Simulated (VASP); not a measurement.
Runs of VASP 6.6.1 on Au. The structure is that of space group P6_3/mmc (No. 194), or close to it. The cells are those of the table. 

```csv
task,level,potentials or basis,spin,cell,cutoff (eV),gap on the mesh (eV),pressure (GPa)
single point,PBE,"VASP PAW PBE potentials, release 64 (Au)",off,"a = 2.842, b = 2.842, c = 4.880 Å, angles 90.0, 90.0, 120.0°, 2 atoms",520,none,8.6
single point,PBE,"VASP PAW PBE potentials, release 64 (Au)",off,"a = 2.881, b = 2.881, c = 4.847 Å, angles 90.0, 90.0, 120.0°, 2 atoms",520,none,4.9
single point,PBE,"VASP PAW PBE potentials, release 64 (Au)",off,"a = 2.871, b = 2.871, c = 4.831 Å, angles 90.0, 90.0, 120.0°, 2 atoms",520,none,6.6
single point,PBE,"VASP PAW PBE potentials, release 64 (Au)",off,"a = 2.929, b = 2.929, c = 4.880 Å, angles 90.0, 90.0, 120.0°, 2 atoms",520,none,-1.1
single point,PBE,"VASP PAW PBE potentials, release 64 (Au)",off,"a = 2.987, b = 2.987, c = 4.880 Å, angles 90.0, 90.0, 120.0°, 2 atoms",520,none,(b)
electric field gradients,PBE,"VASP PAW PBE potentials, release 64 (Au)",off,"a = 2.841, b = 2.841, c = 4.781 Å, angles 90.0, 90.0, 120.0°, 2 atoms",520,none,12.4
single point,PBE,"VASP PAW PBE potentials, release 64 (Au)",off,"a = 2.841, b = 2.841, c = 4.780 Å, angles 90.0, 90.0, 120.0°, 2 atoms",520,none,12.5
electric field gradients,PBE,"VASP PAW PBE potentials, release 64 (Au)",off,"a = 2.900, b = 2.900, c = 5.026 Å, angles 90.0, 90.0, 120.0°, 2 atoms",520,none,(a)
electric field gradients,PBE,"VASP PAW PBE potentials, release 64 (Au)",off,"a = 2.900, b = 2.900, c = 4.880 Å, angles 90.0, 90.0, 120.0°, 2 atoms",520,none,1.8
single point,PBE,"VASP PAW PBE potentials, release 64 (Au)","non-collinear, zero start, SOC","a = 2.900, b = 2.900, c = 4.880 Å, angles 90.0, 90.0, 120.0°, 2 atoms",500,-,0.5
single point,LDA,"VASP PAW LDA potentials, release 64 (Au)",off,"a = 2.900, b = 2.900, c = 4.880 Å, angles 90.0, 90.0, 120.0°, 2 atoms",500,none,-10.3
single point,PBE,"VASP PAW PBE potentials, release 64 (Au)",off,"a = 2.890, b = 2.890, c = 4.864 Å, angles 90.0, 90.0, 120.0°, 2 atoms",520,none,3.3
```

Alike in all rows: k mesh 14 × 14 × 8; smearing fermi-dirac 0.03 eV.

Question: Estimate the missing entries.

Answer: (a) -1.9; (b) -5.6.

Caveats: spin-orbit coupling is left out, which moves the levels of the heavy elements (some runs).

A k mesh can miss the band edges, and rows without SOC leave out spin-orbit coupling on Au.

A gap of «none» marks levels without a gap at the run's occupations.
